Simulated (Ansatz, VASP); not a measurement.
# V in VASP and in Ansatz

```
CELL_PARAMETERS angstrom
-1.49830 1.49830 1.49830
1.49830 -1.49830 1.49830
1.49830 1.49830 -1.49830
ATOMIC_POSITIONS crystal
V 0.00000 0.00000 0.00000
```

Alike in both runs: functional PBE; k mesh 20 × 20 × 20; occupations gaussian, width 0.1 eV; no spin polarisation.

Ansatz relaxed the structure, and its values are those at the end. VASP's run is a single point on that final structure, the one shown.

|  | VASP | Ansatz |
| --- | --- | --- |
| version | VASP 6.6.1 | Ansatz 0.2.0 |
| potentials or method | VASP PAW PBE potentials, release 64 (V_sv), cutoff 500 eV | scalar-relativistic, plane waves, PAW |
| valence electrons in the cell | 13 | 13 |

Ansatz gave:

- gap on the k mesh at the Fermi level (eV): none
- pressure (GPa): 0.0

Q: What did VASP give for the same quantities?

A: gap on the k mesh at the Fermi level (eV): none; pressure (GPa): 0.2.

A gap of «none» marks a metal or a gap that the smearing closes.
